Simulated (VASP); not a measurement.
# HfH2 (I4/mmm) in VASP: further runs

Runs on HfH2. Level: PBEsol. Tasks: relaxation of shape and atoms at fixed volume.

Everything below comes from runs of VASP 6.6.1. Logs are shortened: lines on timing, memory, paths and dates and some standing lists are left out, and cuts for length are marked.

## Step 1: The cell of the first run

The structure is tetragonal, space group I4/mmm (No. 139). Conventional cell: a = 3.523 Å, b = 3.523 Å, c = 4.344 Å, α = 90.00°, β = 90.00°, γ = 90.00°. Within 2.7 Å of Hf (site symmetry 4/mmm) lie 8 H at 2.07 Å. H (site symmetry -4m2) has 4 Hf at 2.07 Å and 6 H at 2.17 to 2.49 Å within 2.7 Å.

## Step 2: Relaxation of shape and atoms at fixed volume, PBEsol (8.98 Å³/atom)

Input file INCAR:

```
SYSTEM = HfH2
PREC = Accurate
ENCUT = 600
EDIFF = 1E-6
ISMEAR = 0
SIGMA = 0.1
LREAL = .FALSE.
LASPH = .TRUE.
NELM = 100
ALGO = Normal
ISIF = 4
LWAVE = .FALSE.
LCHARG = .FALSE.
GGA = PS
IBRION = 2
NSW = 50
EDIFFG = -0.01
```

Input file KPOINTS:

```
regular mesh
0
G
  16 16 16
  0 0 0
```

Input file POSCAR:

```
HfH2
1.0
   -1.7613551296      1.7613551296      2.1720638669
    1.7613551296     -1.7613551296      2.1720638669
    1.7613551296      1.7613551296     -2.1720638669
Hf H
1 2
Direct
    0.0000000000      0.0000000000      0.0000000000
    0.7500000000      0.2500000000      0.5000000000
    0.2500000000      0.7500000000      0.5000000000
```

Potentials or basis: VASP PAW PBE potentials, release 64 (Hf_pv, H).

On the command line:

```
$ cat potpaw_PBE.64/Hf_pv/POTCAR potpaw_PBE.64/H/POTCAR > POTCAR
$ mpirun -np 1 vasp_std > vasp.out
```

OUTCAR:

```text
SYSTEM = HfH2
   PREC = Accurate
   ENCUT = 600
   EDIFF = 1E-6
   ISMEAR = 0
   LREAL = .FALSE.
   LASPH = .TRUE.
   NELM = 100
   ISIF = 4
   GGA = PS
   IBRION = 2
   NSW = 50
   EDIFFG = -0.01

 ion  position               nearest neighbor table
   1  0.000  0.000  0.000-   2 2.07   3 2.07   2 2.07   3 2.07   2 2.07   3 2.07   2 2.07   3 2.07

   2  0.750  0.250  0.500-   1 2.07   1 2.07   1 2.07   1 2.07
   3  0.250  0.750  0.500-   1 2.07   1 2.07   1 2.07   1 2.07

  LATTYP: Found a body centered tetragonal cell.
 ALAT       =     3.5227102592
 C/A-ratio  =     1.2331776996

  Lattice vectors:

 A1 = (  -1.7613551296,   1.7613551296,   2.1720638669)
 A2 = (   1.7613551296,  -1.7613551296,   2.1720638669)
 A3 = (   1.7613551296,   1.7613551296,  -2.1720638669)

Analysis of symmetry for initial positions (statically):
=====================================================================
 Subroutine PRICEL returns:
 Original cell was already a primitive cell.

 Routine SETGRP: Setting up the symmetry group for a
 body centered tetragonal supercell.

 Subroutine GETGRP returns: Found 16 space group operations
 (whereof 16 operations were pure point group operations)
 out of a pool of 16 trial point group operations.

The static configuration has the point symmetry D_4h.

Analysis of symmetry for dynamics (positions and initial velocities):
=====================================================================
 Subroutine PRICEL returns:
 Original cell was already a primitive cell.

 Routine SETGRP: Setting up the symmetry group for a
 body centered tetragonal supercell.

 Subroutine GETGRP returns: Found 16 space group operations
 (whereof 16 operations were pure point group operations)
 out of a pool of 16 trial point group operations.

The dynamic configuration has the point symmetry D_4h.

 Subroutine INISYM returns: Found 16 space group operations
 (whereof 16 operations are pure point group operations),
 and found     1 'primitive' translations

----------------------------------------------------------------------------------------

                                     Primitive cell

  volume of cell :      26.9542

  direct lattice vectors                    reciprocal lattice vectors
    -1.761355130  1.761355130  2.172063867     0.000000000  0.283872339  0.230195809
     1.761355130 -1.761355130  2.172063867     0.283872339  0.000000000  0.230195809
     1.761355130  1.761355130 -2.172063867     0.283872339  0.283872339  0.000000000

  length of vectors
     3.304936494  3.304936494  3.304936494     0.365477243  0.365477243  0.401456111

  position of ions in fractional coordinates (direct lattice)
     0.000000000  0.000000000  0.000000000
     0.750000000  0.250000000  0.500000000
     0.250000000  0.750000000  0.500000000

  ion indices of the primitive-cell ions
   primitive index   ion index
                 1           1
                 2           2
                 3           3

----------------------------------------------------------------------------------------

 KPOINTS: regular mesh

Automatic generation of k-mesh.
 Grid dimensions read from file:
 generate k-points for:   16   16   16

 Generating k-lattice:

  Cartesian coordinates                     Fractional coordinates (reciprocal lattice)
     0.000000000  0.017742021  0.014387238     0.062500000  0.000000000  0.000000000
     0.017742021  0.000000000  0.014387238     0.000000000  0.062500000  0.000000000
     0.017742021  0.017742021  0.000000000     0.000000000  0.000000000  0.062500000

  Length of vectors
     0.022842328  0.022842328  0.025091007

  Shift w.r.t. Gamma in fractional coordinates (k-lattice)
     0.000000000  0.000000000  0.000000000

 Subroutine IBZKPT returns following result:
 ===========================================

 Found    349 irreducible k-points:

 Following reciprocal coordinates:
            Coordinates               Weight
  0.000000  0.000000  0.000000      1.000000
  0.062500 -0.000000  0.000000      8.000000
  0.125000 -0.000000  0.000000      8.000000
  0.187500 -0.000000  0.000000      8.000000
  0.250000 -0.000000  0.000000      8.000000
  0.312500 -0.000000  0.000000      8.000000
[... 16 lines left out ...]
 -0.125000  0.062500 -0.000000     16.000000
 -0.062500  0.062500  0.000000      4.000000
 [... further k-points ...]
   k-points           NKPTS =    349   k-points in BZ     NKDIM =    349   number of bands    NBANDS=     10
   number of dos      NEDOS =    301   number of ions     NIONS =      3
   total plane-waves  NPLWV =  21952
   dimension x,y,z NGX =    28 NGY =   28 NGZ =   28
   dimension x,y,z NGXF=    56 NGYF=   56 NGZF=   56
   ions per type =               1   2
   NGX,Y,Z   is equivalent  to a cutoff of  14.08, 14.08, 14.08 a.u.
   NGXF,Y,Z  is equivalent  to a cutoff of  28.17, 28.17, 28.17 a.u.
 SYSTEM =  HfH2
   PREC   = accura    normal or accurate (medium, high low for compatibility)
   ISTART =      0    job   : 0-new  1-cont  2-samecut
   ICHARG =      2    charge: 1-file 2-atom 10-const
   ISPIN  =      1    spin polarized calculation?
   LNONCOLLINEAR =      F non collinear calculations
   LSORBIT =      F    spin-orbit coupling
   LASPH  =      T    aspherical Exc in radial PAW
   ENCUT  =  600.0 eV  44.10 Ry    6.64 a.u.   6.60  6.60  6.60*2*pi/ulx,y,z
   NELM   =    100;   NELMIN=  2; NELMDL= -5     # of ELM steps
   EDIFF  = 0.1E-05   stopping-criterion for ELM
   LREAL  =      F    real-space projection
   EDIFFG = -.1E-01   stopping-criterion for IOM
   NSW    =     50    number of steps for IOM
   IBRION =      2    ionic relax: 0-MD 1-quasi-New 2-CG
   NFREE  =      1    steps in history (QN), initial steepest desc. (CG)
   ISIF   =      4    stress and relaxation
   ISYM   =      2    0-nonsym 1-usesym 2-fastsym
   POTIM  = 0.5000    time-step for ionic-motion
   TEBEG  =    0.0;   TEEND  =   0.0 temperature during run
   PSTRESS=    0.0 pullay stress
   NELECT =      12.0000    total number of electrons
   NUPDOWN=      -1.0000    fix difference up-down
   EMIN   =  10.00;   EMAX   =-10.00  energy-range for DOS
   EFERMI =   0.00;   METHOD = LEGACY
   ISMEAR =     0;   SIGMA  =   0.10  broadening in eV -4-tet -1-fermi 0-gaus
   EFERMI_NEDOS =   21; number of points for ismear=-14 and -15
   IALGO  =     38    algorithm
   IMIX   =      4    mixing-type and parameters
     AMIX     =   0.40;   BMIX     =  1.00
     AMIX_MAG =   1.60;   BMIX_MAG =  1.00
  volume/ion in A,a.u.               =       8.98        60.63
  Fermi-wavevector in a.u.,A,eV,Ry     =   1.250047  2.362247 21.260711  1.562618
  Thomas-Fermi vector in A             =   2.384060
   LORBIT       =      0    0 simple, 1 ext, 2 COOP (PROOUT), +10 PAW based schemes
   GGA     = PS    functional components
   LHFCALC =     F    Hartree Fock is set to
   AEXX    =    0.0000 exact exchange contribution
   IVDW    =     0    specifies the selected vdW correction
   LEPSILON=     F    determine dielectric tensor
   LRPA    =     F    only Hartree local field effects (RPA)
 conjugate gradient relaxation of ions
 non-spin polarized calculation
 Gauss-broadening in eV      SIGMA  =   0.10
  energy-cutoff  :      600.00
  volume of cell :       26.95
 maximum number of plane-waves:       915
   NGX = 13   NGY = 13   NGZ = 13

--------------------------------------- Ionic step        1  -------------------------------------------

 number of electron      11.9999999 magnetization

 Free energy of the ion-electron system (eV)
  ---------------------------------------------------
  ext. energy  EPLUGINS =         0.00000000
  ---------------------------------------------------
  free energy    TOTEN  =       -18.74706442 eV

  energy without entropy =      -18.74454996  energy(sigma->0) =      -18.74580719

------------------------ aborting loop because EDIFF is reached ----------------------------------------

  FORCE on cell =-STRESS in cart. coord.  units (eV):
  Direction    XX          YY          ZZ          XY          YZ          ZX
  --------------------------------------------------------------------------------------
  -------------------------------------------------------------------------------------
  Total       -1.4772012     -1.4772012     -1.3934693     -0.0000000     -0.0000000      0.0000000
  in kB      -87.8059205    -87.8059205    -82.8288361     -0.0000000     -0.0000000      0.0000000
  external PRESSURE =     -86.1468924 kB  Pullay stress =       0.0000000 kB

 VOLUME and BASIS-vectors are now :
 -----------------------------------------------------------------------------
  energy-cutoff  :      600.00
  volume of cell :       26.95
      direct lattice vectors                 reciprocal lattice vectors
    -1.761355130  1.761355130  2.172063867     0.000000000  0.283872339  0.230195809
     1.761355130 -1.761355130  2.172063867     0.283872339  0.000000000  0.230195809
     1.761355130  1.761355130 -2.172063867     0.283872339  0.283872339  0.000000000
[... 38 lines left out ...]
 POSITION                                       TOTAL-FORCE (eV/Angst)
 -----------------------------------------------------------------------------------
      0.00000      0.00000      0.00000         0.000000      0.000000      0.000000
      0.00000      1.76056      1.08701         0.000000     -0.000000     -0.000000
      1.76056      0.00000      1.08701        -0.000000      0.000000      0.000000
 -----------------------------------------------------------------------------------
    total drift:                               -0.000000     -0.000000      0.000000

  FREE ENERGIE OF THE ION-ELECTRON SYSTEM (eV)
  ---------------------------------------------------
  free  energy   TOTEN  =       -18.7471322017 eV

  energy  without entropy=      -18.7446398934  energy(sigma->0) =      -18.74588605

--------------------------------------- Ionic step        3  -------------------------------------------

 number of electron      11.9999999 magnetization

 Free energy of the ion-electron system (eV)
  ---------------------------------------------------
  ext. energy  EPLUGINS =         0.00000000
  ---------------------------------------------------
  free energy    TOTEN  =       -18.74724544 eV

  energy without entropy =      -18.74481518  energy(sigma->0) =      -18.74603031

 E-fermi :   5.0975     XC(G=0): -11.4336

 val. band max:        5.0614960840   @ k =  -0.1250  -0.1250   0.0625
 cond. band min:       5.1088735122   @ k =  -0.1875  -0.1875   0.1250
 fundamental gap:      0.0473774282
 Fermi energy:         5.0974994225

 k-point     1 :       0.0000    0.0000    0.0000
  band No.  band energies     occupation
      1     -25.9181      2.00000
      2     -25.9181      2.00000
      3     -25.8609      2.00000
      4      -6.0578      2.00000
      5       3.8705      2.00000
      6       4.6132      2.00000
      7       4.6132      2.00000
      8       5.4474      0.00000
      9       6.8065      0.00000
     10       8.1856      0.00000

 k-point     2 :       0.0625   -0.0000    0.0000
  band No.  band energies     occupation
      1     -25.9325      2.00000
      2     -25.9224      2.00000
      3     -25.8686      2.00000
      4      -5.9523      2.00000
      5       3.0660      2.00000
      6       4.6610      2.00000
      7       5.0318      1.64682
      8       6.0091      0.00000
      9       6.7759      0.00000
     10       8.1101      0.00000
[... 274 lines left out ...]
 k-point    24 :      -0.0625    0.0625    0.0000
  band No.  band energies     occupation
      1     -25.9394      2.00000
      2     -25.9215      2.00000
      3     -25.8685      2.00000
      4      -5.9272      2.00000
      5       2.9098      2.00000
      6       4.7246      2.00000
      7       5.5061      0.00000
      8       5.7189      0.00000
      9       6.6760      0.00000
     10       8.0815      0.00000

 [... further k-points ...]

------------------------ aborting loop because EDIFF is reached ----------------------------------------

  FORCE on cell =-STRESS in cart. coord.  units (eV):
  Direction    XX          YY          ZZ          XY          YZ          ZX
  --------------------------------------------------------------------------------------
  -------------------------------------------------------------------------------------
  Total       -1.4520280     -1.4520280     -1.4347860      0.0000000      0.0000000      0.0000000
  in kB      -86.3096058    -86.3096058    -85.2847301      0.0000000      0.0000000      0.0000000
  external PRESSURE =     -85.9679806 kB  Pullay stress =       0.0000000 kB

 VOLUME and BASIS-vectors are now :
 -----------------------------------------------------------------------------
  energy-cutoff  :      600.00
  volume of cell :       26.95
      direct lattice vectors                 reciprocal lattice vectors
    -1.758198611  1.758198611  2.179869942     0.000000000  0.284381979  0.229371482
     1.758198611 -1.758198611  2.179869942     0.284381979  0.000000000  0.229371482
     1.758198611  1.758198611 -2.179869942     0.284381979  0.284381979  0.000000000

 POSITION                                       TOTAL-FORCE (eV/Angst)
 -----------------------------------------------------------------------------------
      0.00000      0.00000      0.00000        -0.000000      0.000000      0.000000
      0.00000      1.75820      1.08993        -0.000000      0.000000     -0.000000
      1.75820      0.00000      1.08993         0.000000     -0.000000      0.000000
 -----------------------------------------------------------------------------------
    total drift:                               -0.000000     -0.000000      0.000000

  FREE ENERGIE OF THE ION-ELECTRON SYSTEM (eV)
  ---------------------------------------------------
  free  energy   TOTEN  =       -18.7472454389 eV

  energy  without entropy=      -18.7448151831  energy(sigma->0) =      -18.74603031

 reached required accuracy - stopping structural energy minimisation
```

It took 72 s on 1 thread of Intel Xeon 6975P-C (Granite Rapids), shared host; peak memory 0.27 GiB.

What came out:

```
Free energy               : -18.7472 eV
Energy gained by relaxing : 0.1 meV/atom
Ionic steps               : 3
Pressure after relaxing   : -8.6 GPa
Band gap on the k mesh    : zero (bands 6 and 7 overlap by 1.14 eV)
```

Step by step:
| step | energy change (eV) | largest force (eV/Å) | pressure (GPa) | volume (Å³) |
| --- | --- | --- | --- | --- |
| 1 | 0.0000 | 0.0000 | -8.61 | 26.95 |
| 2 | -0.0001 | 0.0000 | -8.64 | 26.95 |
| 3 | -0.0002 | 0.0000 | -8.60 | 26.95 |

Final structure:
```
CELL_PARAMETERS angstrom
-1.75820 1.75820 2.17987
1.75820 -1.75820 2.17987
1.75820 1.75820 -2.17987
ATOMIC_POSITIONS crystal
Hf 0.00000 0.00000 0.00000
H 0.75000 0.25000 0.50000
H 0.25000 0.75000 0.50000
```

Levels at points of the mesh, in eV from the Fermi level:
| k point | band 2 | band 3 | band 4 | band 5 | band 6 | band 7 | band 8 | band 9 | band 10 |
| --- | --- | --- | --- | --- | --- | --- | --- | --- | --- |
| (0.00, 0.00, 0.00) | -31.02 | -30.96 | -11.16 | -1.23 | -0.48 | -0.48 | 0.35 | 1.71 | 3.09 |
| (0.50, 0.00, 0.00) | -31.13 | -31.01 | -8.27 | -5.20 | -0.86 | 0.60 | 3.60 | 4.50 | 4.70 |
| (0.50, 0.50, 0.00) | -31.15 | -31.10 | -6.45 | -5.79 | -4.08 | 3.73 | 3.93 | 5.12 | 6.23 |
| (0.50, 0.50, 0.50) | -31.26 | -31.26 | -7.60 | -4.27 | -3.72 | 4.42 | 4.53 | 4.53 | 5.32 |

Caveat: the PAW data sets were made with another functional, which shifts forces and pressure a little; spin-orbit coupling is left out, which moves the levels of the heavy elements.

## Step 3: Relaxation of shape and atoms at fixed volume, PBEsol (9.32 Å³/atom)

This run uses another cell than the first one, of 9.32 Å³/atom.

Input file INCAR:

```
PREC     = Accurate       # precision mode
ENCUT    = 600            # plane-wave cutoff, eV
EDIFF    = 1E-6           # SCF threshold, eV
ISMEAR   = 0              # smearing method
SIGMA    = 0.1            # smearing width, eV
LREAL    = False          # projectors in reciprocal space
LASPH    = True           # aspherical terms in the spheres
NELM     = 100            # most SCF steps
ALGO     = Normal         # electronic algorithm
ISIF     = 4              # what is computed and relaxed
LWAVE    = False          # write WAVECAR
LCHARG   = False          # write CHGCAR
GGA      = PS             # functional
IBRION   = 2              # ionic algorithm
NSW      = 50             # ionic steps
EDIFFG   = -0.01          # ionic threshold
```

Input file KPOINTS:

```
Automatic mesh
0
Gamma
  16 16 16
```

Input file POSCAR:

```
HfH2
1.0
   -1.7792349492      1.7792349492      2.2089539712
    1.7792349492     -1.7792349492      2.2089539712
    1.7792349492      1.7792349492     -2.2089539712
Hf H
1 2
Direct
    0.0000000000      0.0000000000      0.0000000000
    0.7500000000      0.2500000000      0.5000000000
    0.2500000000      0.7500000000      0.5000000000
```

Potentials or basis: VASP PAW PBE potentials, release 64 (Hf_pv, H).

On the command line:

```
$ cat potpaw_PBE.64/Hf_pv/POTCAR potpaw_PBE.64/H/POTCAR > POTCAR
$ mpirun -np 1 vasp_std > vasp.out
```

Wall time 72 s (1 thread of Intel Xeon 6975P-C (Granite Rapids), shared host); peak memory 0.27 GiB.

It converged, with:

- Free energy: -18.6793 eV
- Energy gained by relaxing: 0.1 meV/atom
- Ionic steps: 3
- Pressure after relaxing: -12.8 GPa
- Band gap on the k mesh: zero (bands 6 and 7 overlap by 1.05 eV)

Stress tensor (GPa, compression positive):
```
-12.81   0.00   0.00
  0.00 -12.81   0.00
  0.00   0.00 -12.73
```

Step by step:
```tsv
step	energy change (eV)	largest force (eV/Å)	pressure (GPa)	volume (Å³)
1	0.0000	0.0000	-12.80	27.97
2	-0.0001	0.0000	-12.82	27.97
3	-0.0002	0.0000	-12.79	27.97
```

Final structure:
```cif
data_structure
_symmetry_space_group_name_H-M 'P 1'
_symmetry_Int_Tables_number 1
_cell_length_a 3.3503
_cell_length_b 3.3503
_cell_length_c 3.3503
_cell_angle_alpha 115.983
_cell_angle_beta 115.983
_cell_angle_gamma 97.111
_cell_volume 27.97
loop_
_atom_site_label
_atom_site_type_symbol
_atom_site_fract_x
_atom_site_fract_y
_atom_site_fract_z
_atom_site_occupancy
Hf1 Hf 0.00000 0.00000 0.00000 1
H1 H 0.75000 0.25000 0.50000 1
H2 H 0.25000 0.75000 0.50000 1
```

Levels at points of the mesh, in eV from the Fermi level:
```tsv
k point	band 3	band 4	band 5	band 6	band 7	band 8	band 9	band 10
(0.00, 0.00, 0.00)	-31.09	-10.95	-1.26	-0.47	-0.47	0.29	1.67	2.95
(0.50, 0.00, 0.00)	-31.13	-8.09	-5.21	-0.79	0.53	3.45	4.43	4.44
(0.50, 0.50, 0.00)	-31.22	-6.32	-5.77	-3.95	3.58	3.77	4.85	6.04
(0.50, 0.50, 0.50)	-31.36	-7.37	-4.37	-3.59	4.20	4.31	4.31	5.15
```

Caveat: the PAW data sets were made with another functional, which shifts forces and pressure a little; spin-orbit coupling is left out, which moves the levels of the heavy elements.

The gap in the log of VASP goes by the Fermi energy; the results here count the filled bands.